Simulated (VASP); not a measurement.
# MgO (I4/mmm) in VASP: notebook

MgO is run at these levels: PBE; tasks: single point.

Everything below comes from runs of VASP 6.6.1. Logs are shortened: lines on timing, memory, paths and dates and some standing lists are left out, and cuts for length are marked.

### 1 The cell of the first run

Symmetry: I4/mmm, No. 139, tetragonal system. Conventional cell: a = 3.008 Å, b = 3.008 Å, c = 4.094 Å, α = 90.00°, β = 90.00°, γ = 90.00°. Within 2.7 Å of Mg (site symmetry 4/mmm) lie 6 O at 2.05 to 2.13 Å. Within 2.7 Å of O (site symmetry 4/mmm) lie 6 Mg at 2.05 to 2.13 Å.

### 2 Single point, PBE (strain -0.0375 x Voigt [0, 1, 0, 0, 0, 0])

The input, INCAR:

```
PREC = Accurate
ENCUT = 520
EDIFF = 1E-6
ISMEAR = 0
SIGMA = 0.05
LREAL = False
LASPH = True
NELM = 60
ALGO = Normal
ISIF = 2
LWAVE = False
LCHARG = False
GGA = PE
NBANDS = 11
```

The input, KPOINTS:

```
regular mesh
0
Gamma
  10 10 10
```

The input, POSCAR:

```
MgO
1.0
    0.0000000000      2.0471632964      2.1269229054
    2.1269229054      0.0000000000      2.1269229054
    2.1269229054      2.0471632964      0.0000000000
Mg O
1 1
Direct
    0.0000000000      0.0000000000      0.0000000000
    0.5000000000      0.5000000000      0.5000000000
```

Potentials or basis: VASP PAW PBE potentials, release 64 (Mg, O).

Started as:

```bash
> cat potpaw_PBE.64/Mg/POTCAR potpaw_PBE.64/O/POTCAR > POTCAR
> mpirun -np 1 vasp_std > vasp.out
```

OUTCAR:

```text
PREC = Accurate
   ENCUT = 520
   EDIFF = 1E-6
   ISMEAR = 0
   LREAL = False
   LASPH = True
   NELM = 60
   ISIF = 2
   GGA = PE

 ion  position               nearest neighbor table
   1  0.000  0.000  0.000-   2 2.05   2 2.05   2 2.13   2 2.13   2 2.13   2 2.13
   2  0.500  0.500  0.500-   1 2.05   1 2.05   1 2.13   1 2.13   1 2.13   1 2.13

  LATTYP: Found a body centered tetragonal cell.
 ALAT       =     3.0079232189
 C/A-ratio  =     1.3611805538

  Lattice vectors:

 A1 = (   0.0000000000,  -2.0471632964,   2.1269229054)
 A2 = (   0.0000000000,  -2.0471632964,  -2.1269229054)
 A3 = (   2.1269229054,   2.0471632964,   0.0000000000)

Analysis of symmetry for initial positions (statically):
=====================================================================
 Subroutine PRICEL returns:
 Original cell was already a primitive cell.

 Routine SETGRP: Setting up the symmetry group for a
 body centered tetragonal supercell.

 Subroutine GETGRP returns: Found 16 space group operations
 (whereof 16 operations were pure point group operations)
 out of a pool of 16 trial point group operations.

The static configuration has the point symmetry D_4h.

Analysis of symmetry for dynamics (positions and initial velocities):
=====================================================================
 Subroutine PRICEL returns:
 Original cell was already a primitive cell.

 Routine SETGRP: Setting up the symmetry group for a
 body centered tetragonal supercell.

 Subroutine GETGRP returns: Found 16 space group operations
 (whereof 16 operations were pure point group operations)
 out of a pool of 16 trial point group operations.

The dynamic configuration has the point symmetry D_4h.

 Subroutine INISYM returns: Found 16 space group operations
 (whereof 16 operations are pure point group operations),
 and found     1 'primitive' translations

----------------------------------------------------------------------------------------

                                     Primitive cell

  volume of cell :      18.5219

  direct lattice vectors                    reciprocal lattice vectors
     0.000000000  2.047163296  2.126922905    -0.235081393  0.244240409  0.235081393
     2.126922905  0.000000000  2.126922905     0.235081393 -0.244240409  0.235081393
     2.126922905  2.047163296  0.000000000     0.235081393  0.244240409 -0.235081393

  length of vectors
     2.952063449  3.007923219  2.952063449     0.412528666  0.412528666  0.412528666

  position of ions in fractional coordinates (direct lattice)
     0.000000000  0.000000000  0.000000000
     0.500000000  0.500000000  0.500000000

  ion indices of the primitive-cell ions
   primitive index   ion index
                 1           1
                 2           2

----------------------------------------------------------------------------------------

 KPOINTS: regular mesh

Automatic generation of k-mesh.
 Grid dimensions read from file:
 generate k-points for:   10   10   10

 Generating k-lattice:

  Cartesian coordinates                     Fractional coordinates (reciprocal lattice)
    -0.023508139  0.024424041  0.023508139     0.100000000  0.000000000  0.000000000
     0.023508139 -0.024424041  0.023508139     0.000000000  0.100000000  0.000000000
     0.023508139  0.024424041 -0.023508139     0.000000000  0.000000000  0.100000000

  Length of vectors
     0.041252867  0.041252867  0.041252867

  Shift w.r.t. Gamma in fractional coordinates (k-lattice)
     0.000000000  0.000000000  0.000000000

 Subroutine IBZKPT returns following result:
 ===========================================

 Found    102 irreducible k-points:

 Following reciprocal coordinates:
            Coordinates               Weight
  0.000000  0.000000  0.000000      1.000000
  0.100000  0.000000  0.000000      8.000000
  0.200000  0.000000  0.000000      8.000000
  0.300000  0.000000 -0.000000      8.000000
  0.400000  0.000000 -0.000000      8.000000
  0.500000  0.000000  0.000000      4.000000
[... 16 lines left out ...]
  0.300000  0.300000  0.000000      4.000000
  0.400000  0.300000 -0.000000     16.000000
 [... further k-points ...]
   k-points           NKPTS =    102   k-points in BZ     NKDIM =    102   number of bands    NBANDS=     11
   number of dos      NEDOS =    301   number of ions     NIONS =      2
   total plane-waves  NPLWV =  13824
   dimension x,y,z NGX =    24 NGY =   24 NGZ =   24
   dimension x,y,z NGXF=    48 NGYF=   48 NGZF=   48
   ions per type =               1   1
   NGX,Y,Z   is equivalent  to a cutoff of  13.52, 13.26, 13.52 a.u.
   NGXF,Y,Z  is equivalent  to a cutoff of  27.03, 26.53, 27.03 a.u.
 SYSTEM =  unknown system
   PREC   = accura    normal or accurate (medium, high low for compatibility)
   ISTART =      0    job   : 0-new  1-cont  2-samecut
   ICHARG =      2    charge: 1-file 2-atom 10-const
   ISPIN  =      1    spin polarized calculation?
   LNONCOLLINEAR =      F non collinear calculations
   LSORBIT =      F    spin-orbit coupling
   LASPH  =      T    aspherical Exc in radial PAW
   ENCUT  =  520.0 eV  38.22 Ry    6.18 a.u.   5.49  5.59  5.49*2*pi/ulx,y,z
   NELM   =     60;   NELMIN=  2; NELMDL= -5     # of ELM steps
   EDIFF  = 0.1E-05   stopping-criterion for ELM
   LREAL  =      F    real-space projection
   EDIFFG = 0.1E-04   stopping-criterion for IOM
   NSW    =      0    number of steps for IOM
   IBRION =     -1    ionic relax: 0-MD 1-quasi-New 2-CG
   NFREE  =      0    steps in history (QN), initial steepest desc. (CG)
   ISIF   =      2    stress and relaxation
   ISYM   =      2    0-nonsym 1-usesym 2-fastsym
   POTIM  = 0.5000    time-step for ionic-motion
   TEBEG  =    0.0;   TEEND  =   0.0 temperature during run
   PSTRESS=    0.0 pullay stress
   NELECT =       8.0000    total number of electrons
   NUPDOWN=      -1.0000    fix difference up-down
   EMIN   =  10.00;   EMAX   =-10.00  energy-range for DOS
   EFERMI =   0.00;   METHOD = LEGACY
   ISMEAR =     0;   SIGMA  =   0.05  broadening in eV -4-tet -1-fermi 0-gaus
   EFERMI_NEDOS =   21; number of points for ismear=-14 and -15
   IALGO  =     38    algorithm
   IMIX   =      4    mixing-type and parameters
     AMIX     =   0.40;   BMIX     =  1.00
     AMIX_MAG =   1.60;   BMIX_MAG =  1.00
  volume/ion in A,a.u.               =       9.26        62.50
  Fermi-wavevector in a.u.,A,eV,Ry     =   1.237493  2.338523 20.835819  1.531390
  Thomas-Fermi vector in A             =   2.372058
   LORBIT       =      0    0 simple, 1 ext, 2 COOP (PROOUT), +10 PAW based schemes
   GGA     = PE    functional components
   LHFCALC =     F    Hartree Fock is set to
   AEXX    =    0.0000 exact exchange contribution
   IVDW    =     0    specifies the selected vdW correction
   LEPSILON=     F    determine dielectric tensor
   LRPA    =     F    only Hartree local field effects (RPA)
 non-spin polarized calculation
 Gauss-broadening in eV      SIGMA  =   0.05
  energy-cutoff  :      520.00
  volume of cell :       18.52
 maximum number of plane-waves:       523
 NGX is ok and might be reduce to    24
   NGX = 11   NGY = 11   NGZ = 11

 number of electron       8.0000004 magnetization

 Free energy of the ion-electron system (eV)
  ---------------------------------------------------
  ext. energy  EPLUGINS =         0.00000000
  ---------------------------------------------------
  free energy    TOTEN  =       -11.88751597 eV

  energy without entropy =      -11.88751597  energy(sigma->0) =      -11.88751597

 E-fermi :   3.5253     XC(G=0): -11.1172

 val. band max:        3.2779612106   @ k =   0.0000   0.0000   0.0000
 cond. band min:       8.0502785684   @ k =   0.0000   0.0000   0.0000
 fundamental gap:      4.7723173578
 Fermi energy:         3.5253303870

 k-point     1 :       0.0000    0.0000    0.0000
  band No.  band energies     occupation
      1     -14.0600      2.00000
      2       3.1891      2.00000
      3       3.2780      2.00000
      4       3.2780      2.00000
      5       8.0503      0.00000
      6      18.9829      0.00000
      7      18.9829      0.00000
      8      19.3841      0.00000
      9      23.0592      0.00000
     10      24.2000      0.00000
     11      25.4869      0.00000

 k-point     2 :       0.1000    0.0000    0.0000
  band No.  band energies     occupation
      1     -13.9528      2.00000
      2       2.5916      2.00000
      3       3.1610      2.00000
      4       3.2015      2.00000
      5       8.6778      0.00000
      6      17.8551      0.00000
      7      19.2138      0.00000
      8      19.5028      0.00000
      9      23.5658      0.00000
     10      24.5807      0.00000
     11      24.8131      0.00000

 k-point     3 :       0.2000    0.0000    0.0000
  band No.  band energies     occupation
      1     -13.6573      2.00000
      2       1.2654      2.00000
      3       3.0029      2.00000
      4       3.0086      2.00000
      5       9.8732      0.00000
      6      16.3440      0.00000
      7      19.6266      0.00000
      8      20.0622      0.00000
      9      23.0359      0.00000
     10      23.8045      0.00000
     11      25.7104      0.00000
[... 267 lines left out ...]
 k-point    23 :       0.3000    0.3000    0.0000
  band No.  band energies     occupation
      1     -13.0817      2.00000
      2       0.0714      2.00000
      3       2.2435      2.00000
      4       2.4382      2.00000
      5      12.1836      0.00000
      6      13.8132      0.00000
      7      17.5727      0.00000
      8      21.2159      0.00000
      9      21.6231      0.00000
     10      27.6606      0.00000
     11      30.6180      0.00000

 k-point    24 :       0.4000    0.3000   -0.0000
  band No.  band energies     occupation
      1     -12.8317      2.00000
      2      -0.3652      2.00000
      3       1.9310      2.00000
      4       2.2324      2.00000
      5      12.9181      0.00000
      6      13.5722      0.00000
      7      16.7760      0.00000
      8      21.5058      0.00000
      9      22.0580      0.00000
     10      28.3326      0.00000
     11      30.2680      0.00000

 [... further k-points ...]

------------------------ aborting loop because EDIFF is reached ----------------------------------------

  FORCE on cell =-STRESS in cart. coord.  units (eV):
  Direction    XX          YY          ZZ          XY          YZ          ZX
  --------------------------------------------------------------------------------------
  -------------------------------------------------------------------------------------
  Total        0.3332897      1.3911346      0.3332897      0.0000000     -0.0000000      0.0000000
  in kB       28.8301214    120.3355001     28.8301214      0.0000000     -0.0000000      0.0000000
  external PRESSURE =      59.3319143 kB  Pullay stress =       0.0000000 kB

 VOLUME and BASIS-vectors are now :
 -----------------------------------------------------------------------------
  energy-cutoff  :      520.00
  volume of cell :       18.52
      direct lattice vectors                 reciprocal lattice vectors
     0.000000000  2.047163296  2.126922905    -0.235081393  0.244240409  0.235081393
     2.126922905  0.000000000  2.126922905     0.235081393 -0.244240409  0.235081393
     2.126922905  2.047163296  0.000000000     0.235081393  0.244240409 -0.235081393

 POSITION                                       TOTAL-FORCE (eV/Angst)
 -----------------------------------------------------------------------------------
      0.00000      0.00000      0.00000         0.000000     -0.000000     -0.000000
      2.12692      2.04716      2.12692         0.000000      0.000000      0.000000
 -----------------------------------------------------------------------------------
    total drift:                               -0.000000     -0.000000      0.000000

  FREE ENERGIE OF THE ION-ELECTRON SYSTEM (eV)
  ---------------------------------------------------
  free  energy   TOTEN  =       -11.8875159711 eV

  energy  without entropy=      -11.8875159711  energy(sigma->0) =      -11.88751597
```

It took 20 s on 1 thread of Intel Xeon 8259CL, shared host; peak memory 0.15 GiB.

What came out:

```yaml
Free_energy: -11.8875 eV
Pressure: 5.9 GPa
Band_gap_on_the_k_mesh: 4.77 eV
```

Stress tensor (GPa, compression positive):
```
 2.88  0.00  0.00
 0.00 12.03  0.00
 0.00  0.00  2.88
```

Caveat: the cell differs from its parent crystal (strain -0.0375 x Voigt [0, 1, 0, 0, 0, 0]); the cell stands under pressure.

### 3 Single point, PBE (strain +0.0375 x Voigt [0, 1, 0, 0, 0, 0])

The input, INCAR:

```
SYSTEM = MgO
ALGO = Normal
EDIFF = 1E-6
ENCUT = 520
GGA = PE
ISIF = 2
ISMEAR = 0
LASPH = .True.
LCHARG = .False.
LREAL = .False.
LWAVE = .False.
NBANDS = 11
NELM = 60
PREC = Accurate
SIGMA = 0.05
```

The input, KPOINTS:

```
k-points
0
Gamma
  10 10 10
  0 0 0
```

The input, POSCAR:

```
MgO
1.0
    0.0000000000      2.2066825144      2.1269229054
    2.1269229054      0.0000000000      2.1269229054
    2.1269229054      2.2066825144      0.0000000000
Mg O
1 1
Direct
    0.0000000000      0.0000000000      0.0000000000
    0.5000000000      0.5000000000      0.5000000000
```

Potentials or basis: VASP PAW PBE potentials, release 64 (Mg, O).

Started as:

```bash
> cat potpaw_PBE.64/Mg/POTCAR potpaw_PBE.64/O/POTCAR > POTCAR
> mpirun -np 1 vasp_std > vasp.out
```

Run time: 22 s. Hardware: 1 thread of Intel Xeon 8259CL, shared host; peak memory 0.15 GiB.

Results (log left out):

```yaml
Free_energy: -11.8899 eV
Pressure: -5.5 GPa
Band_gap_on_the_k_mesh: 4.05 eV
```

Stress tensor (GPa, compression positive):
```
-3.88  0.00  0.00
 0.00 -8.69  0.00
 0.00  0.00 -3.88
```

Levels at points of the mesh, in eV from the valence-band top:
| k point | band 1 | band 2 | band 3 | band 4 | band 5 | band 6 | band 7 | band 8 | band 9 |
| --- | --- | --- | --- | --- | --- | --- | --- | --- | --- |
| (0.00, 0.00, 0.00) | -16.99 | -0.08 | -0.08 | 0.00 | 4.05 | 15.14 | 15.51 | 15.51 | 19.13 |
| (0.50, 0.00, 0.00) | -15.87 | -4.39 | -0.67 | -0.60 | 7.43 | 11.80 | 15.23 | 15.99 | 19.85 |
| (0.50, 0.50, 0.00) | -15.60 | -3.83 | -1.47 | -1.24 | 8.87 | 9.21 | 12.52 | 17.45 | 18.14 |
| (0.50, 0.00, 0.50) | -15.70 | -3.94 | -1.22 | -1.22 | 9.23 | 9.25 | 12.04 | 18.23 | 18.23 |

Caveat: the cell differs from its parent crystal (strain +0.0375 x Voigt [0, 1, 0, 0, 0, 0]); the cell stands under tension.

### 4 Single point, PBE (strain +0.0750 x Voigt [0, 1, 0, 0, 0, 0])

The input, INCAR:

```
  PREC = Accurate
  ENCUT = 520
  EDIFF = 1E-6
  ISMEAR = 0
  SIGMA = 0.05
  LREAL = F
  LASPH = T
  NELM = 60
  ALGO = Normal
  ISIF = 2
  LWAVE = F
  LCHARG = F
  GGA = PE
  NBANDS = 11
```

The input, KPOINTS:

```
regular mesh
0
Gamma
  10 10 10
```

The input, POSCAR:

```
MgO
1.0
    0.0000000000      2.2864421233      2.1269229054
    2.1269229054      0.0000000000      2.1269229054
    2.1269229054      2.2864421233      0.0000000000
Mg O
1 1
Direct
    0.0000000000      0.0000000000      0.0000000000
    0.5000000000      0.5000000000      0.5000000000
```

Started as:

```bash
> cat potpaw_PBE.64/Mg/POTCAR potpaw_PBE.64/O/POTCAR > POTCAR
> mpirun -np 1 vasp_std > vasp.out
```

Wall time 22 s (1 thread of Intel Xeon 8259CL, shared host); peak memory 0.15 GiB.

The run converged. Its results:

| Item | Value |
| --- | --- |
| Free energy | -11.8402 eV |
| Pressure | -8.8 GPa |
| Band gap on the k mesh | 3.69 eV |

Stress tensor (GPa, compression positive):
```
 -6.53   0.00   0.00
  0.00 -13.35   0.00
  0.00   0.00  -6.53
```

Levels at points of the mesh, in eV from the valence-band top:
```tsv
k point	band 1	band 2	band 3	band 4	band 5	band 6	band 7	band 8	band 9
(0.00, 0.00, 0.00)	-16.87	-0.15	-0.15	0.00	3.69	14.71	15.43	15.43	18.86
(0.50, 0.00, 0.00)	-15.82	-4.28	-0.72	-0.58	7.16	11.35	14.59	15.99	19.29
(0.50, 0.50, 0.00)	-15.55	-3.71	-1.61	-1.16	8.71	8.84	12.28	16.50	17.79
(0.50, 0.00, 0.50)	-15.73	-3.89	-1.13	-1.13	8.91	9.38	11.35	17.98	17.98
```

Caveat: the cell differs from its parent crystal (strain +0.0750 x Voigt [0, 1, 0, 0, 0, 0]); the cell stands under tension.

### 5 The runs side by side

```tsv
cell	gap on the mesh (eV)	pressure (GPa)
a = 2.952, b = 3.008 Å, angles 59.4, 61.3, 59.4°, 2 atoms	4.77	5.9
a = 3.065, b = 3.008 Å, angles 60.6, 58.8, 60.6°, 2 atoms	4.05	-5.5
a = 3.123, b = 3.008 Å, angles 61.2, 57.6, 61.2°, 2 atoms	3.69	-8.8
```

Alike in all rows: task single point; level PBE; potentials or basis VASP PAW PBE potentials, release 64 (Mg, O); no spin polarisation; k mesh 10 × 10 × 10; cutoff (eV) 520; smearing gaussian 0.05 eV.

Caveats: the cell stands under tension (at least some runs); the cell stands under pressure (at least some runs).

Total energies depend on the potentials used, so only differences within one code and one set of settings carry meaning.
